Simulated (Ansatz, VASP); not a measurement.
## One calculation of SiC, two programs

INCAR

```
SYSTEM = SiC
PREC     = Accurate       ! precision mode
ENCUT    = 520            ! plane-wave cutoff, eV
EDIFF    = 1E-6           ! SCF threshold, eV
ISMEAR   = -1             ! smearing method
SIGMA    = 0.02           ! smearing width, eV
LREAL    = .FALSE.        ! projectors in reciprocal space
LASPH    = .TRUE.         ! aspherical terms in the spheres
NELM     = 100            ! most SCF steps
ALGO     = Normal         ! electronic algorithm
ISIF     = 2              ! what is computed and relaxed
LWAVE    = .FALSE.        ! write WAVECAR
LCHARG   = .FALSE.        ! write CHGCAR
GGA      = PE             ! functional
NBANDS   = 26             ! bands
```

File KPOINTS:

```
regular mesh
0
G
  12 12 4
  0 0 0
```

POSCAR

```
SiC
1.0
    3.0775550330      0.0000000000      0.0000000000
   -1.5387775165      2.6652408402      0.0000000000
    0.0000000000      0.0000000000     10.2782572418
Si C
4 4
Direct
    0.0000000000      0.0000000000      0.0002805253
    0.3333333333      0.6666666667      0.2502359660
    0.0000000000      0.0000000000      0.5002805253
    0.6666666667      0.3333333333      0.7502359660
    0.0000000000      0.0000000000      0.1869327560
    0.3333333333      0.6666666667      0.4375507527
    0.0000000000      0.0000000000      0.6869327560
    0.6666666667      0.3333333333      0.9375507527
```

Input for Ansatz:

```yaml
crystal:
  lattice:
    - [3.077555033, 0.0, 0.0]
    - [-1.5387775165, 2.6652408402, 0.0]
    - [0.0, 0.0, 10.2782572418]
  atoms:
    - { symbol: Si, position: [0.0, 0.0, 0.0002805253] }
    - { symbol: Si, position: [0.3333333333, 0.6666666667, 0.250235966] }
    - { symbol: Si, position: [0.0, 0.0, 0.5002805253] }
    - { symbol: Si, position: [0.6666666667, 0.3333333333, 0.750235966] }
    - { symbol: C, position: [0.0, 0.0, 0.186932756] }
    - { symbol: C, position: [0.3333333333, 0.6666666667, 0.4375507527] }
    - { symbol: C, position: [0.0, 0.0, 0.686932756] }
    - { symbol: C, position: [0.6666666667, 0.3333333333, 0.9375507527] }
kpoints:
  mp_grid: { grid: [12, 12, 4] }
  band_path:
    path:
      - [0.0, 0.0, 0.0]
      - [0.5, 0.0, 0.0]
      - [0.3333333333, 0.3333333333, 0.0]
      - [0.0, 0.0, 0.5]
      - [0.5, 0.0, 0.5]
      - [0.3333333333, 0.3333333333, 0.5]
      - [0.0, 0.5, 0.0]
    npoints: 1
hamiltonian:
  xc: pbe
scf:
  occupations: { method: fermi_dirac, width: 0.02 }
  n_extra_bands: 6
output:
  forces: true
  stress: true
  eigenvalues: true
  write_density: true
  write_potential: true
  elf: true
  volumetric_format: npy
```

Change from the starting cell: uniaxial_z strain +2.0%.

Alike in both runs: task single point; functional PBE; k mesh 12 × 12 × 4; occupations fermi-dirac, width 0.02 eV; no spin polarisation.

|  | VASP | Ansatz |
| --- | --- | --- |
| version | VASP 6.6.1 | Ansatz 0.2.0 |
| potentials or method | VASP PAW PBE potentials, release 64 (Si, C) | plane waves, PAW |
| plane-wave cutoff (eV) | 520 | 420 |
| valence electrons in the cell | 32 | 32 |

Ansatz gave:

| Property | Result |
| --- | --- |
| gap on the k mesh at the Fermi level (eV) | 2.10 |
| pressure (GPa) | -0.7 |
| traceless stress, the component that is largest in VASP (GPa) | -6.49 |
| rms of the force components (eV/Å) | 0.013 |

Q: Which values does VASP return?

A: gap on the k mesh at the Fermi level (eV): 2.10; pressure (GPa): -0.8; traceless stress, the component that is largest in VASP (GPa): -6.51; rms of the force components (eV/Å): 0.013.

Atom by atom the forces differ by 0.000 eV/Å (rms over components).
